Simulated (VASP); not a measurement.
# CdS in VASP: notebook

CdS is run at these levels: PBEsol; tasks: single point.

All numbers are computed with VASP 6.6.1; they aren't measurements. Logs are shortened: lines on timing, memory, paths and dates and some standing lists are left out, and cuts for length are marked.

### 1 The cell of the first run

Symmetry: I-4m2, No. 119, tetragonal system. The conventional cell has a = 4.287 Å, b = 4.287 Å, c = 5.886 Å, α = 90.00°, β = 90.00°, γ = 90.00°. Cd (site symmetry -4m2) has 4 S at 2.60 Å within 3.4 Å. Within 3.4 Å of S (site symmetry -4m2) lie 4 Cd at 2.60 Å.

### 2 Single point, PBEsol (equal xx and yy strain of +3 %)

The input, INCAR:

```
PREC = Accurate
ENCUT = 520
EDIFF = 1E-6
ISMEAR = -1
SIGMA = 0.02
LREAL = False
LASPH = True
NELM = 100
ALGO = Normal
ISIF = 2
LWAVE = False
LCHARG = True
GGA = PS
LELF = True
LVHAR = True
NBANDS = 16
```

The input, KPOINTS:

```
Automatic mesh
0
Gamma
  7 7 7
```

The input, POSCAR:

```
CdS
1.0
    0.0000000000      3.0312420688      2.9429534649
    3.0312420688      0.0000000000      2.9429534649
    3.0312420688      3.0312420688      0.0000000000
Cd S
1 1
Direct
    0.0000000000      0.0000000000      0.0000000000
    0.7500000000      0.7500000000      0.7500000000
```

Potentials or basis: VASP PAW PBE potentials, release 64 (Cd, S).

Started as:

```console
> cat potpaw_PBE.64/Cd/POTCAR potpaw_PBE.64/S/POTCAR > POTCAR
> mpirun -np 1 vasp_std > vasp.out
```

OUTCAR:

```text
PREC = Accurate
   ENCUT = 520
   EDIFF = 1E-6
   ISMEAR = -1
   LREAL = False
   LASPH = True
   NELM = 100
   ISIF = 2
   GGA = PS

 ion  position               nearest neighbor table
   1  0.000  0.000  0.000-   2 2.60   2 2.60   2 2.60   2 2.60
   2  0.750  0.750  0.750-   1 2.60   1 2.60   1 2.60   1 2.60

  LATTYP: Found a body centered tetragonal cell.
 ALAT       =     4.2868236445
 C/A-ratio  =     1.3730228761

  Lattice vectors:

 A1 = (   0.0000000000,  -3.0312420688,  -2.9429534649)
 A2 = (   0.0000000000,   3.0312420688,  -2.9429534649)
 A3 = (   3.0312420688,   0.0000000000,   2.9429534649)

Analysis of symmetry for initial positions (statically):
=====================================================================
 Subroutine PRICEL returns:
 Original cell was already a primitive cell.

 Routine SETGRP: Setting up the symmetry group for a
 body centered tetragonal supercell.

 Subroutine GETGRP returns: Found  8 space group operations
 (whereof  8 operations were pure point group operations)
 out of a pool of 16 trial point group operations.

The static configuration has the point symmetry D_2d.

Analysis of symmetry for dynamics (positions and initial velocities):
=====================================================================
 Subroutine PRICEL returns:
 Original cell was already a primitive cell.

 Routine SETGRP: Setting up the symmetry group for a
 body centered tetragonal supercell.

 Subroutine GETGRP returns: Found  8 space group operations
 (whereof  8 operations were pure point group operations)
 out of a pool of 16 trial point group operations.

The dynamic configuration has the point symmetry D_2d.

 Subroutine INISYM returns: Found  8 space group operations
 (whereof  8 operations are pure point group operations),
 and found     1 'primitive' translations

----------------------------------------------------------------------------------------

                                     Primitive cell

  volume of cell :      54.0822

  direct lattice vectors                    reciprocal lattice vectors
     0.000000000  3.031242069  2.942953465    -0.164948885  0.164948885  0.169897352
     3.031242069  0.000000000  2.942953465     0.164948885 -0.164948885  0.169897352
     3.031242069  3.031242069  0.000000000     0.164948885  0.164948885 -0.169897352

  length of vectors
     4.224855450  4.224855450  4.286823645     0.288585134  0.288585134  0.288585134

  position of ions in fractional coordinates (direct lattice)
     0.000000000  0.000000000  0.000000000
     0.750000000  0.750000000  0.750000000

  ion indices of the primitive-cell ions
   primitive index   ion index
                 1           1
                 2           2

----------------------------------------------------------------------------------------

 KPOINTS: Automatic mesh

Automatic generation of k-mesh.
 Grid dimensions read from file:
 generate k-points for:    7    7    7

 Generating k-lattice:

  Cartesian coordinates                     Fractional coordinates (reciprocal lattice)
    -0.023564126  0.023564126  0.024271050     0.142857143 -0.000000000  0.000000000
     0.023564126 -0.023564126  0.024271050    -0.000000000  0.142857143  0.000000000
     0.023564126  0.023564126 -0.024271050     0.000000000  0.000000000  0.142857143

  Length of vectors
     0.041226448  0.041226448  0.041226448

  Shift w.r.t. Gamma in fractional coordinates (k-lattice)
     0.000000000  0.000000000  0.000000000

 Subroutine IBZKPT returns following result:
 ===========================================

 Found     40 irreducible k-points:

 Following reciprocal coordinates:
            Coordinates               Weight
  0.000000  0.000000  0.000000      1.000000
  0.142857 -0.000000  0.000000      8.000000
  0.285714 -0.000000  0.000000      8.000000
  0.428571  0.000000  0.000000      8.000000
  0.142857  0.142857  0.000000      2.000000
  0.285714  0.142857  0.000000      8.000000
[... 16 lines left out ...]
  0.428571  0.285714  0.142857      8.000000
 -0.428571  0.285714  0.142857     16.000000
 [... further k-points ...]
   k-points           NKPTS =     40   k-points in BZ     NKDIM =     40   number of bands    NBANDS=     16
   number of dos      NEDOS =    301   number of ions     NIONS =      2
   total plane-waves  NPLWV =  32768
   dimension x,y,z NGX =    32 NGY =   32 NGZ =   32
   dimension x,y,z NGXF=    64 NGYF=   64 NGZF=   64
   ions per type =               1   1
   NGX,Y,Z   is equivalent  to a cutoff of  12.59, 12.59, 12.41 a.u.
   NGXF,Y,Z  is equivalent  to a cutoff of  25.18, 25.18, 24.82 a.u.
 SYSTEM =  unknown system
   PREC   = accura    normal or accurate (medium, high low for compatibility)
   ISTART =      0    job   : 0-new  1-cont  2-samecut
   ICHARG =      2    charge: 1-file 2-atom 10-const
   ISPIN  =      1    spin polarized calculation?
   LNONCOLLINEAR =      F non collinear calculations
   LSORBIT =      F    spin-orbit coupling
   LASPH  =      T    aspherical Exc in radial PAW
   ENCUT  =  520.0 eV  38.22 Ry    6.18 a.u.   7.86  7.86  7.97*2*pi/ulx,y,z
   NELM   =    100;   NELMIN=  2; NELMDL= -5     # of ELM steps
   EDIFF  = 0.1E-05   stopping-criterion for ELM
   LREAL  =      F    real-space projection
   EDIFFG = 0.1E-04   stopping-criterion for IOM
   NSW    =      0    number of steps for IOM
   IBRION =     -1    ionic relax: 0-MD 1-quasi-New 2-CG
   NFREE  =      0    steps in history (QN), initial steepest desc. (CG)
   ISIF   =      2    stress and relaxation
   ISYM   =      2    0-nonsym 1-usesym 2-fastsym
   POTIM  = 0.5000    time-step for ionic-motion
   TEBEG  =    0.0;   TEEND  =   0.0 temperature during run
   PSTRESS=    0.0 pullay stress
   NELECT =      18.0000    total number of electrons
   NUPDOWN=      -1.0000    fix difference up-down
   EMIN   =  10.00;   EMAX   =-10.00  energy-range for DOS
   EFERMI =   0.00;   METHOD = LEGACY
   ISMEAR =    -1;   SIGMA  =   0.02  broadening in eV -4-tet -1-fermi 0-gaus
   EFERMI_NEDOS =   21; number of points for ismear=-14 and -15
   IALGO  =     38    algorithm
   IMIX   =      4    mixing-type and parameters
     AMIX     =   0.40;   BMIX     =  1.00
     AMIX_MAG =   1.60;   BMIX_MAG =  1.00
  volume/ion in A,a.u.               =      27.04       182.48
  Fermi-wavevector in a.u.,A,eV,Ry     =   1.134525  2.143942 17.512702  1.287147
  Thomas-Fermi vector in A             =   2.271229
   LORBIT       =      0    0 simple, 1 ext, 2 COOP (PROOUT), +10 PAW based schemes
   GGA     = PS    functional components
   LHFCALC =     F    Hartree Fock is set to
   AEXX    =    0.0000 exact exchange contribution
   IVDW    =     0    specifies the selected vdW correction
   LEPSILON=     F    determine dielectric tensor
   LRPA    =     F    only Hartree local field effects (RPA)
 non-spin polarized calculation
  energy-cutoff  :      520.00
  volume of cell :       54.08
 maximum number of plane-waves:      1467
   NGX = 15   NGY = 15   NGZ = 15

 number of electron      17.9999995 magnetization

 Free energy of the ion-electron system (eV)
  ---------------------------------------------------
  ext. energy  EPLUGINS =         0.00000000
  ---------------------------------------------------
  free energy    TOTEN  =        -6.74865985 eV

  energy without entropy =       -6.74865985  energy(sigma->0) =       -6.74865985

 E-fermi :   0.9669     XC(G=0):  -8.9794

 val. band max:        0.5655889515   @ k =   0.0000   0.0000   0.0000
 cond. band min:       1.3359044594   @ k =   0.0000   0.0000   0.0000
 fundamental gap:      0.7703155079
 Fermi energy:         0.9668565101

 k-point     1 :       0.0000    0.0000    0.0000
  band No.  band energies     occupation
      1     -11.3736      2.00000
      2      -6.9424      2.00000
      3      -6.9424      2.00000
      4      -6.9274      2.00000
      5      -6.5636      2.00000
      6      -6.5554      2.00000
[... 8 lines left out ...]
     15      11.6195      0.00000
     16      11.9935      0.00000

 k-point     2 :       0.1429   -0.0000    0.0000
  band No.  band energies     occupation
      1     -11.3059      2.00000
      2      -6.9195      2.00000
      3      -6.9104      2.00000
      4      -6.8719      2.00000
      5      -6.5630      2.00000
      6      -6.5572      2.00000
[... 8 lines left out ...]
     15      11.2193      0.00000
     16      11.9696      0.00000

 k-point     3 :       0.2857   -0.0000    0.0000
  band No.  band energies     occupation
      1     -11.1529      2.00000
      2      -6.8761      2.00000
      3      -6.8639      2.00000
      4      -6.6505      2.00000
      5      -6.5520      2.00000
      6      -6.5514      2.00000
[... 8 lines left out ...]
     15      11.0684      0.00000
     16      11.3621      0.00000

 k-point     4 :       0.4286    0.0000    0.0000
  band No.  band energies     occupation
      1     -11.0306      2.00000
      2      -6.8519      2.00000
      3      -6.8365      2.00000
      4      -6.5393      2.00000
      5      -6.5290      2.00000
      6      -6.3203      2.00000
[... 8 lines left out ...]
     15      12.2771      0.00000
     16      12.3736      0.00000
[... 324 lines left out ...]
 k-point    22 :      -0.1429    0.0000    0.1429
  band No.  band energies     occupation
      1     -11.2090      2.00000
      2      -6.8863      2.00000
      3      -6.8723      2.00000
      4      -6.7677      2.00000
      5      -6.5719      2.00000
      6      -6.5395      2.00000
[... 8 lines left out ...]
     15      11.3351      0.00000
     16      12.9756      0.00000

 k-point    23 :       0.4286    0.2857    0.1429
  band No.  band energies     occupation
      1     -11.0426      2.00000
      2      -6.8177      2.00000
      3      -6.7975      2.00000
      4      -6.6548      2.00000
      5      -6.5299      2.00000
      6      -6.4224      2.00000
[... 8 lines left out ...]
     15      12.7287      0.00000
     16      13.9875      0.00000

 k-point    24 :      -0.4286    0.2857    0.1429
  band No.  band energies     occupation
      1     -10.9557      2.00000
      2      -6.7976      2.00000
      3      -6.7677      2.00000
      4      -6.6037      2.00000
      5      -6.5313      2.00000
      6      -6.1787      2.00000
[... 8 lines left out ...]
     15      12.4992      0.00000
     16      13.6398      0.00000

 [... further k-points ...]

------------------------ aborting loop because EDIFF is reached ----------------------------------------

  FORCE on cell =-STRESS in cart. coord.  units (eV):
  Direction    XX          YY          ZZ          XY          YZ          ZX
  --------------------------------------------------------------------------------------
  -------------------------------------------------------------------------------------
  Total       -1.5174436     -1.5174436     -1.2897874      0.0000000      0.0000000      0.0000000
  in kB      -44.9540181    -44.9540181    -38.2097389      0.0000000      0.0000000      0.0000000
  external PRESSURE =     -42.7059250 kB  Pullay stress =       0.0000000 kB

 VOLUME and BASIS-vectors are now :
 -----------------------------------------------------------------------------
  energy-cutoff  :      520.00
  volume of cell :       54.08
      direct lattice vectors                 reciprocal lattice vectors
     0.000000000  3.031242069  2.942953465    -0.164948885  0.164948885  0.169897352
     3.031242069  0.000000000  2.942953465     0.164948885 -0.164948885  0.169897352
     3.031242069  3.031242069  0.000000000     0.164948885  0.164948885 -0.169897352

 POSITION                                       TOTAL-FORCE (eV/Angst)
 -----------------------------------------------------------------------------------
      0.00000      0.00000      0.00000        -0.000000     -0.000000     -0.000000
      4.54686      4.54686      4.41443         0.000000      0.000000      0.000000
 -----------------------------------------------------------------------------------
    total drift:                                0.000001      0.000001      0.000000

  FREE ENERGIE OF THE ION-ELECTRON SYSTEM (eV)
  ---------------------------------------------------
  free  energy   TOTEN  =        -6.7486598469 eV

  energy  without entropy=       -6.7486598469  energy(sigma->0) =       -6.74865985
```

It took 21 s on 1 thread of AMD EPYC 9R45 (Zen 5), shared host; peak memory 0.16 GiB.

Results:

* Free energy: -6.7487 eV
* Pressure: -4.3 GPa
* Band gap on the k mesh: 0.77 eV, direct

Stress tensor (GPa, compression positive):
```
-4.50  0.00  0.00
 0.00 -4.50  0.00
 0.00  0.00 -3.82
```

Caveat: the cell differs from its parent crystal (equal xx and yy strain of +3 %); the PAW data sets were made with another functional, which shifts forces and pressure a little.

### 3 Single point, PBEsol (equal xy, yz and zx shear strains of -2 %)

Edit INCAR of step 2 so:

```diff
@@ -11,6 +11,4 @@
 LWAVE = False
-LCHARG = True
+LCHARG = False
 GGA = PS
-LELF = True
-LVHAR = True
 NBANDS = 16
```

The input, KPOINTS:

```
regular mesh
0
Gamma
  7 7 7
```

The input, POSCAR:

```
CdS
1.0
   -0.0588590693      2.9135239302      2.9135239302
    2.9135239302     -0.0588590693      2.9135239302
    2.9135239302      2.9135239302     -0.0588590693
Cd S
1 1
Direct
    0.0000000000      0.0000000000      0.0000000000
    0.7500000000      0.7500000000      0.7500000000
```

Potentials or basis: VASP PAW PBE potentials, release 64 (Cd, S).

Started as:

```console
> cat potpaw_PBE.64/Cd/POTCAR potpaw_PBE.64/S/POTCAR > POTCAR
> mpirun -np 1 vasp_std > vasp.out
```

OUTCAR:

```text
PREC = Accurate
   ENCUT = 520
   EDIFF = 1E-6
   ISMEAR = -1
   LREAL = False
   LASPH = True
   NELM = 100
   ISIF = 2
   GGA = PS

 ion  position               nearest neighbor table
   1  0.000  0.000  0.000-   2 2.50   2 2.57   2 2.57   2 2.57
   2  0.750  0.750  0.750-   1 2.50   1 2.57   1 2.57   1 2.57

  LATTYP: Found a trigonal (rhomboedric) cell.
 ALAT       =     4.1207654354
 COS(alpha) =     0.4797000918

  Lattice vectors:

 A1 = (  -0.0588590693,   2.9135239302,   2.9135239302)
[... 640 lines left out ...]

------------------------ aborting loop because EDIFF is reached ----------------------------------------

  FORCE on cell =-STRESS in cart. coord.  units (eV):
  Direction    XX          YY          ZZ          XY          YZ          ZX
  --------------------------------------------------------------------------------------
  -------------------------------------------------------------------------------------
  Total       -0.4285101     -0.4285101     -0.4285101      0.3251987      0.3251987      0.3251987
  in kB      -13.4717063    -13.4717063    -13.4717063     10.2237550     10.2237550     10.2237550
  external PRESSURE =     -13.4717063 kB  Pullay stress =       0.0000000 kB

 VOLUME and BASIS-vectors are now :
 -----------------------------------------------------------------------------
  energy-cutoff  :      520.00
  volume of cell :       50.96
      direct lattice vectors                 reciprocal lattice vectors
    -0.058859069  2.913523930  2.913523930    -0.166498718  0.169931681  0.169931681
     2.913523930 -0.058859069  2.913523930     0.169931681 -0.166498718  0.169931681
     2.913523930  2.913523930 -0.058859069     0.169931681  0.169931681 -0.166498718

 POSITION                                       TOTAL-FORCE (eV/Angst)
 -----------------------------------------------------------------------------------
      0.00000      0.00000      0.00000         0.125993      0.125993      0.125993
      4.32614      4.32614      4.32614        -0.125993     -0.125993     -0.125993
 -----------------------------------------------------------------------------------
    total drift:                               -0.000010     -0.000010     -0.000009

  FREE ENERGIE OF THE ION-ELECTRON SYSTEM (eV)
  ---------------------------------------------------
  free  energy   TOTEN  =        -6.7978121106 eV

  energy  without entropy=       -6.7978121106  energy(sigma->0) =       -6.79781211
```

It took 22 s on 1 thread of AMD EPYC 9R45 (Zen 5), shared host; peak memory 0.16 GiB.

Results:

| Property | Result |
| --- | --- |
| Free energy | -6.7978 eV |
| Pressure | -1.3 GPa |
| Largest force | 0.218 eV/Å |
| Band gap on the k mesh | 0.90 eV, direct |

Forces in eV/Å, atoms in the order of the input:
```
Cd   0.126  0.126  0.126
S   -0.126 -0.126 -0.126
```

Stress tensor (GPa, compression positive):
```
-1.35  1.02  1.02
 1.02 -1.35  1.02
 1.02  1.02 -1.35
```

Levels at points of the mesh, in eV from the valence-band top:
| k point | band 5 | band 6 | band 7 | band 8 | band 9 | band 10 | band 11 | band 12 | band 13 | band 14 |
| --- | --- | --- | --- | --- | --- | --- | --- | --- | --- | --- |
| (0.00, 0.00, 0.00) | -7.23 | -7.23 | -0.07 | -0.07 | 0.00 | 0.90 | 6.27 | 6.27 | 6.68 | 11.01 |

Caveat: the cell differs from its parent crystal (equal xy, yz and zx shear strains of -2 %); the PAW data sets were made with another functional, which shifts forces and pressure a little.

### 4 Single point, PBEsol (equal xy, yz and zx shear strains of +1 %)

The input, INCAR:

```
SYSTEM = CdS
PREC = Accurate ; ENCUT = 520
EDIFF = 1E-7 ; ISMEAR = -1
SIGMA = 0.02 ; LREAL = .FALSE.
LASPH = .TRUE. ; NELM = 80
ALGO = Normal ; ISIF = 2
LWAVE = .FALSE. ; LCHARG = .FALSE.
GGA = PS ; NBANDS = 16
```

The input, KPOINTS:

```
regular mesh
0
G
  7 7 7
  0 0 0
```

The input, POSCAR:

```
CdS
1.0
    0.0294295346      2.9576682322      2.9576682322
    2.9576682322      0.0294295346      2.9576682322
    2.9576682322      2.9576682322      0.0294295346
Cd S
1 1
Direct
    0.0000000000      0.0000000000      0.0000000000
    0.7500000000      0.7500000000      0.7500000000
```

Started as:

```console
> cat potpaw_PBE.64/Cd/POTCAR potpaw_PBE.64/S/POTCAR > POTCAR
> mpirun -np 1 vasp_std > vasp.out
```

Wall time 23 s (1 thread of AMD EPYC 9R45 (Zen 5), shared host); peak memory 0.16 GiB.

It converged, with:

* Free energy: -6.8051 eV
* Pressure: -1.4 GPa
* Largest force: 0.090 eV/Å
* Band gap on the k mesh: 0.94 eV, direct

Forces on the atoms (eV/Å):
```
Cd  -0.052 -0.052 -0.052
S    0.052  0.052  0.052
```

Stress tensor (GPa, compression positive):
```
-1.43 -0.47 -0.47
-0.47 -1.43 -0.47
-0.47 -0.47 -1.43
```

Levels at points of the mesh, in eV from the valence-band top:
| k point | band 6 | band 7 | band 8 | band 9 | band 10 | band 11 | band 12 | band 13 |
| --- | --- | --- | --- | --- | --- | --- | --- | --- |
| (0.00, 0.00, 0.00) | -7.20 | -0.05 | 0.00 | 0.00 | 0.94 | 6.31 | 6.50 | 6.50 |

Caveat: the cell differs from its parent crystal (equal xy, yz and zx shear strains of +1 %); the PAW data sets were made with another functional, which shifts forces and pressure a little.

### 5 Overview

| cell | gap on the mesh (eV) | pressure (GPa) | largest force (eV/Å) |
| --- | --- | --- | --- |
| a = 4.225, b = 4.225, c = 4.287 Å, angles 59.5, 59.5, 61.0°, 2 atoms | 0.77 | -4.3 | - |
| a = 4.121 Å, angles 61.3°, 2 atoms | 0.90 | -1.3 | 0.22 |
| a = 4.183 Å, angles 59.3°, 2 atoms | 0.94 | -1.4 | 0.09 |

Alike in all rows: task single point; level PBEsol; potentials or basis VASP PAW PBE potentials, release 64 (Cd, S); no spin polarisation; k mesh 7 × 7 × 7; cutoff (eV) 520; smearing fermi-dirac 0.02 eV.

Caveats: the PAW data sets were made with another functional, which shifts forces and pressure a little.

Total energies depend on the potentials used, so only differences within one code and one set of settings carry meaning.
